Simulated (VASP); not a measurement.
# Hf (Im-3m) in VASP: a series of runs

Hf is run at these levels: PBEsol; tasks: single point.

Everything below comes from runs of VASP 6.6.1. Logs are shortened: lines on timing, memory, paths and dates and some standing lists are left out, and cuts for length are marked.

### 1 The cell of the first run

The structure is cubic, space group Im-3m (No. 229). Conventional cell: a = 3.610 Å, b = 3.610 Å, c = 3.610 Å, α = 90.00°, β = 90.00°, γ = 90.00°. Within 4.1 Å of Hf (site symmetry m-3m) lie 14 Hf at 3.13 to 3.61 Å.

### 2 Single point, PBEsol

The input, INCAR:

```
PREC = Accurate
ENCUT = 520
EDIFF = 1E-7
ISMEAR = 0
SIGMA = 0.15
LREAL = False
LASPH = True
NELM = 100
ALGO = Normal
ISIF = 2
LWAVE = False
LCHARG = False
GGA = PS
NBANDS = 11
```

The input, KPOINTS:

```
regular mesh
0
Gamma
  18 18 18
```

The input, POSCAR:

```
Hf
1.0
   -1.8050000000      1.8050000000      1.8050000000
    1.8050000000     -1.8050000000      1.8050000000
    1.8050000000      1.8050000000     -1.8050000000
Hf
1
Direct
    0.0000000000      0.0000000000      0.0000000000
```

Potentials or basis: VASP PAW PBE potentials, release 64 (Hf_pv).

The run is started by

```sh
$ cat potpaw_PBE.64/Hf_pv/POTCAR > POTCAR
$ mpirun -np 1 vasp_std > vasp.out
```

OUTCAR:

```text
PREC = Accurate
   ENCUT = 520
   EDIFF = 1E-7
   ISMEAR = 0
   LREAL = False
   LASPH = True
   NELM = 100
   ISIF = 2
   GGA = PS

 ion  position               nearest neighbor table
   1  0.000  0.000  0.000-

  LATTYP: Found a body centered cubic cell.
 ALAT       =     3.6100000000

  Lattice vectors:

 A1 = (  -1.8050000000,   1.8050000000,   1.8050000000)
 A2 = (   1.8050000000,  -1.8050000000,   1.8050000000)
 A3 = (   1.8050000000,   1.8050000000,  -1.8050000000)

Analysis of symmetry for initial positions (statically):
=====================================================================
 Subroutine PRICEL returns:
 Original cell was already a primitive cell.

 Routine SETGRP: Setting up the symmetry group for a
 body centered cubic supercell.

 Subroutine GETGRP returns: Found 48 space group operations
 (whereof 48 operations were pure point group operations)
 out of a pool of 48 trial point group operations.

The static configuration has the point symmetry O_h .

Analysis of symmetry for dynamics (positions and initial velocities):
=====================================================================
 Subroutine PRICEL returns:
 Original cell was already a primitive cell.

 Routine SETGRP: Setting up the symmetry group for a
 body centered cubic supercell.

 Subroutine GETGRP returns: Found 48 space group operations
 (whereof 48 operations were pure point group operations)
 out of a pool of 48 trial point group operations.

The dynamic configuration has the point symmetry O_h .

 Subroutine INISYM returns: Found 48 space group operations
 (whereof 48 operations are pure point group operations),
 and found     1 'primitive' translations

----------------------------------------------------------------------------------------

                                     Primitive cell

  volume of cell :      23.5229

  direct lattice vectors                    reciprocal lattice vectors
    -1.805000000  1.805000000  1.805000000     0.000000000  0.277008310  0.277008310
     1.805000000 -1.805000000  1.805000000     0.277008310  0.000000000  0.277008310
     1.805000000  1.805000000 -1.805000000     0.277008310  0.277008310  0.000000000

  length of vectors
     3.126351708  3.126351708  3.126351708     0.391748909  0.391748909  0.391748909

  position of ions in fractional coordinates (direct lattice)
     0.000000000  0.000000000  0.000000000

  ion indices of the primitive-cell ions
   primitive index   ion index
                 1           1

----------------------------------------------------------------------------------------

 KPOINTS: regular mesh

Automatic generation of k-mesh.
 Grid dimensions read from file:
 generate k-points for:   18   18   18

 Generating k-lattice:

  Cartesian coordinates                     Fractional coordinates (reciprocal lattice)
     0.000000000  0.015389351  0.015389351     0.055555556  0.000000000  0.000000000
     0.015389351  0.000000000  0.015389351     0.000000000  0.055555556  0.000000000
     0.015389351  0.015389351  0.000000000     0.000000000  0.000000000  0.055555556

  Length of vectors
     0.021763828  0.021763828  0.021763828

  Shift w.r.t. Gamma in fractional coordinates (k-lattice)
     0.000000000  0.000000000  0.000000000

 Subroutine IBZKPT returns following result:
 ===========================================

 Found    195 irreducible k-points:

 Following reciprocal coordinates:
            Coordinates               Weight
  0.000000  0.000000  0.000000      1.000000
  0.055556  0.000000  0.000000     12.000000
  0.111111  0.000000  0.000000     12.000000
  0.166667  0.000000  0.000000     12.000000
  0.222222  0.000000  0.000000     12.000000
  0.277778  0.000000  0.000000     12.000000
[... 16 lines left out ...]
  0.333333  0.111111  0.000000     48.000000
  0.388889  0.111111  0.000000     48.000000
 [... further k-points ...]
   k-points           NKPTS =    195   k-points in BZ     NKDIM =    195   number of bands    NBANDS=     11
   number of dos      NEDOS =    301   number of ions     NIONS =      1
   total plane-waves  NPLWV =  13824
   dimension x,y,z NGX =    24 NGY =   24 NGZ =   24
   dimension x,y,z NGXF=    48 NGYF=   48 NGZF=   48
   ions per type =               1
   NGX,Y,Z   is equivalent  to a cutoff of  12.76, 12.76, 12.76 a.u.
   NGXF,Y,Z  is equivalent  to a cutoff of  25.52, 25.52, 25.52 a.u.
 SYSTEM =  unknown system
   PREC   = accura    normal or accurate (medium, high low for compatibility)
   ISTART =      0    job   : 0-new  1-cont  2-samecut
   ICHARG =      2    charge: 1-file 2-atom 10-const
   ISPIN  =      1    spin polarized calculation?
   LNONCOLLINEAR =      F non collinear calculations
   LSORBIT =      F    spin-orbit coupling
   LASPH  =      T    aspherical Exc in radial PAW
   ENCUT  =  520.0 eV  38.22 Ry    6.18 a.u.   5.81  5.81  5.81*2*pi/ulx,y,z
   NELM   =    100;   NELMIN=  2; NELMDL= -5     # of ELM steps
   EDIFF  = 0.1E-06   stopping-criterion for ELM
   LREAL  =      F    real-space projection
   EDIFFG = 0.1E-05   stopping-criterion for IOM
   NSW    =      0    number of steps for IOM
   IBRION =     -1    ionic relax: 0-MD 1-quasi-New 2-CG
   NFREE  =      0    steps in history (QN), initial steepest desc. (CG)
   ISIF   =      2    stress and relaxation
   ISYM   =      2    0-nonsym 1-usesym 2-fastsym
   POTIM  = 0.5000    time-step for ionic-motion
   TEBEG  =    0.0;   TEEND  =   0.0 temperature during run
   PSTRESS=    0.0 pullay stress
   NELECT =      10.0000    total number of electrons
   NUPDOWN=      -1.0000    fix difference up-down
   EMIN   =  10.00;   EMAX   =-10.00  energy-range for DOS
   EFERMI =   0.00;   METHOD = LEGACY
   ISMEAR =     0;   SIGMA  =   0.15  broadening in eV -4-tet -1-fermi 0-gaus
   EFERMI_NEDOS =   21; number of points for ismear=-14 and -15
   IALGO  =     38    algorithm
   IMIX   =      4    mixing-type and parameters
     AMIX     =   0.40;   BMIX     =  1.00
     AMIX_MAG =   1.60;   BMIX_MAG =  1.00
  volume/ion in A,a.u.               =      23.52       158.74
  Fermi-wavevector in a.u.,A,eV,Ry     =   1.230961  2.326179 20.616432  1.515265
  Thomas-Fermi vector in A             =   2.365789
   LORBIT       =      0    0 simple, 1 ext, 2 COOP (PROOUT), +10 PAW based schemes
   GGA     = PS    functional components
   LHFCALC =     F    Hartree Fock is set to
   AEXX    =    0.0000 exact exchange contribution
   IVDW    =     0    specifies the selected vdW correction
   LEPSILON=     F    determine dielectric tensor
   LRPA    =     F    only Hartree local field effects (RPA)
 non-spin polarized calculation
 Gauss-broadening in eV      SIGMA  =   0.15
  energy-cutoff  :      520.00
  volume of cell :       23.52
 maximum number of plane-waves:       682
   NGX = 11   NGY = 11   NGZ = 11

 number of electron      10.0000001 magnetization

 Free energy of the ion-electron system (eV)
  ---------------------------------------------------
  ext. energy  EPLUGINS =         0.00000000
  ---------------------------------------------------
  free energy    TOTEN  =       -10.27252956 eV

  energy without entropy =      -10.24930967  energy(sigma->0) =      -10.26091962

 E-fermi :   4.0904     XC(G=0): -11.1642

 val. band max:        4.0773855691   @ k =   0.5000   0.5000   0.1111
 cond. band min:       4.1019049854   @ k =   0.3333   0.1667   0.1111
 fundamental gap:      0.0245194164
 Fermi energy:         4.0903726522

 k-point     1 :       0.0000    0.0000    0.0000
  band No.  band energies     occupation
      1     -25.8909      2.00000
      2     -25.8909      2.00000
      3     -25.8909      2.00000
      4      -2.7905      2.00000
      5       5.5549      0.00000
      6       5.5549      0.00000
      7       5.5549      0.00000
      8       8.2050      0.00000
      9       8.2050      0.00000
     10      17.1700      0.00000
     11      17.1700      0.00000

 k-point     2 :       0.0556    0.0000    0.0000
  band No.  band energies     occupation
      1     -25.9132      2.00000
      2     -25.8979      2.00000
      3     -25.8909      2.00000
      4      -2.6822      2.00000
      5       5.4792      0.00000
      6       5.5274      0.00000
      7       5.6607      0.00000
      8       8.0807      0.00000
      9       8.2040      0.00000
     10      17.1430      0.00000
     11      17.2726      0.00000

 k-point     3 :       0.1111    0.0000    0.0000
  band No.  band energies     occupation
      1     -25.9768      2.00000
      2     -25.9181      2.00000
      3     -25.8911      2.00000
      4      -2.3654      2.00000
      5       5.2707      0.00000
      6       5.4148      0.00000
      7       5.9752      0.00000
      8       7.8224      0.00000
      9       8.2079      0.00000
     10      17.1414      0.00000
     11      17.5253      0.00000

 k-point     4 :       0.1667    0.0000    0.0000
  band No.  band energies     occupation
      1     -26.0729      2.00000
      2     -25.9490      2.00000
      3     -25.8914      2.00000
      4      -1.8657      2.00000
      5       4.9754      0.00000
      6       5.1652      0.00000
      7       6.4902      0.00000
      8       7.6476      0.00000
      9       8.2331      0.00000
     10      17.1392      0.00000
     11      17.7151      0.00000

 k-point     5 :       0.2222    0.0000    0.0000
  band No.  band energies     occupation
      1     -26.1884      2.00000
      2     -25.9865      2.00000
      3     -25.8917      2.00000
      4      -1.2294      2.00000
      5       4.6455      0.00000
      6       4.8120      0.00000
      7       7.1901      0.00000
      8       7.6578      0.00000
      9       8.2972      0.00000
     10      17.1323      0.00000
     11      17.4665      0.00000

 k-point     6 :       0.2778    0.0000    0.0000
  band No.  band energies     occupation
      1     -26.3087      2.00000
      2     -26.0262      2.00000
      3     -25.8921      2.00000
      4      -0.5333      2.00000
      5       4.3256      0.02654
      6       4.4935      0.00014
      7       7.8003      0.00000
      8       8.0500      0.00000
      9       8.4106      0.00000
     10      16.7318      0.00000
     11      17.0392      0.00000

 k-point     7 :       0.3333    0.0000    0.0000
  band No.  band energies     occupation
      1     -26.4194      2.00000
      2     -26.0632      2.00000
      3     -25.8925      2.00000
      4       0.1068      2.00000
      5       4.0489      1.30446
      6       4.3617      0.01053
      7       7.9718      0.00000
      8       8.5690      0.00000
      9       9.0260      0.00000
     10      15.8342      0.00000
     11      15.8550      0.00000

 k-point     8 :       0.3889    0.0000    0.0000
  band No.  band energies     occupation
      1     -26.5081      2.00000
      2     -26.0931      2.00000
      3     -25.8928      2.00000
      4       0.5629      2.00000
      5       3.8375      1.98288
      6       4.5050      0.00009
      7       8.0705      0.00000
      8       8.7473      0.00000
      9      10.0341      0.00000
     10      14.6446      0.00000
     11      15.0826      0.00000
[... 141 lines left out ...]
 k-point    19 :       0.1111    0.1111    0.0000
  band No.  band energies     occupation
      1     -26.1224      2.00000
      2     -25.9491      2.00000
      3     -25.9115      2.00000
      4      -1.5754      2.00000
      5       4.8935      0.00000
      6       4.9247      0.00000
      7       6.8469      0.00000
      8       7.4281      0.00000
      9       8.4128      0.00000
     10      17.1372      0.00000
     11      18.1374      0.00000

 k-point    20 :       0.1667    0.1111    0.0000
  band No.  band energies     occupation
      1     -26.2227      2.00000
      2     -25.9864      2.00000
      3     -25.9175      2.00000
      4      -0.9516      2.00000
      5       4.5581      0.00001
      6       4.6248      0.00000
      7       7.3817      0.00000
      8       7.5690      0.00000
      9       8.5599      0.00000
     10      17.1206      0.00000
     11      17.6213      0.00000

 k-point    21 :       0.2222    0.1111    0.0000
  band No.  band energies     occupation
      1     -26.3252      2.00000
      2     -26.0317      2.00000
      3     -25.9203      2.00000
      4      -0.2573      2.00000
      5       4.2175      0.23078
      6       4.3637      0.00996
      7       7.5006      0.00000
      8       8.4306      0.00000
      9       8.6902      0.00000
     10      16.4351      0.00000
     11      17.1517      0.00000

 k-point    22 :       0.2778    0.1111    0.0000
  band No.  band energies     occupation
      1     -26.4188      2.00000
      2     -26.0759      2.00000
      3     -25.9219      2.00000
      4       0.3970      2.00000
      5       3.9742      1.72675
      6       4.2009      0.29743
      7       7.7044      0.00000
      8       8.7818      0.00000
      9       9.4011      0.00000
     10      15.2805      0.00000
     11      16.6581      0.00000

 k-point    23 :       0.3333    0.1111    0.0000
  band No.  band energies     occupation
      1     -26.4934      2.00000
      2     -26.1124      2.00000
      3     -25.9229      2.00000
      4       0.8740      2.00000
      5       3.8167      1.99013
      6       4.2643      0.10102
      7       7.8769      0.00000
      8       8.8659      0.00000
      9      10.3848      0.00000
     10      14.1950      0.00000
     11      15.7533      0.00000

 k-point    24 :       0.3889    0.1111    0.0000
  band No.  band energies     occupation
      1     -26.5414      2.00000
      2     -26.1364      2.00000
      3     -25.9235      2.00000
      4       1.1138      2.00000
      5       3.7152      1.99960
      6       4.5216      0.00005
      7       7.8975      0.00000
      8       8.9936      0.00000
      9      11.2177      0.00000
     10      13.3462      0.00000
     11      15.2009      0.00000

 [... further k-points ...]
[... 5 lines left out ...]
  --------------------------------------------------------------------------------------
  -------------------------------------------------------------------------------------
  Total       -1.3687328     -1.3687328     -1.3687328      0.0000000      0.0000000     -0.0000000
  in kB      -93.2261286    -93.2261286    -93.2261286      0.0000000      0.0000000     -0.0000000
  external PRESSURE =     -93.2261286 kB  Pullay stress =       0.0000000 kB

 VOLUME and BASIS-vectors are now :
 -----------------------------------------------------------------------------
  energy-cutoff  :      520.00
  volume of cell :       23.52
      direct lattice vectors                 reciprocal lattice vectors
    -1.805000000  1.805000000  1.805000000     0.000000000  0.277008310  0.277008310
     1.805000000 -1.805000000  1.805000000     0.277008310  0.000000000  0.277008310
     1.805000000  1.805000000 -1.805000000     0.277008310  0.277008310  0.000000000

 POSITION                                       TOTAL-FORCE (eV/Angst)
 -----------------------------------------------------------------------------------
      0.00000      0.00000      0.00000         0.000000     -0.000000      0.000000
 -----------------------------------------------------------------------------------
    total drift:                               -0.000000      0.000000      0.000000

  FREE ENERGIE OF THE ION-ELECTRON SYSTEM (eV)
  ---------------------------------------------------
  free  energy   TOTEN  =       -10.2725295636 eV

  energy  without entropy=      -10.2493096740  energy(sigma->0) =      -10.26091962
```

It took 14 s on 1 thread of Intel Xeon 6975P-C (Granite Rapids), shared host; peak memory 0.17 GiB.

What came out:

| Quantity | Value |
| --- | --- |
| Free energy | -10.2725 eV |
| Pressure | -9.3 GPa |
| Band gap on the k mesh | zero (band 5 reaches 5.55 eV, above the bottom of band 6 at 3.38 eV) |

Levels at points of the mesh, in eV from the Fermi level:
```tsv
k point	band 2	band 3	band 4	band 5	band 6	band 7	band 8	band 9
(0.00, 0.00, 0.00)	-29.98	-29.98	-6.88	1.46	1.46	1.46	4.11	4.11
(0.50, 0.00, 0.00)	-30.21	-29.98	-3.24	-0.43	0.91	3.91	4.87	7.17
(0.50, 0.50, 0.50)	-30.47	-30.47	-2.36	-2.36	6.40	6.40	6.40	6.84
```

Caveat: the PAW data sets were made with another functional, which shifts forces and pressure a little; spin-orbit coupling is left out, which moves the levels of the heavy elements.

[end of part 1 of 2]
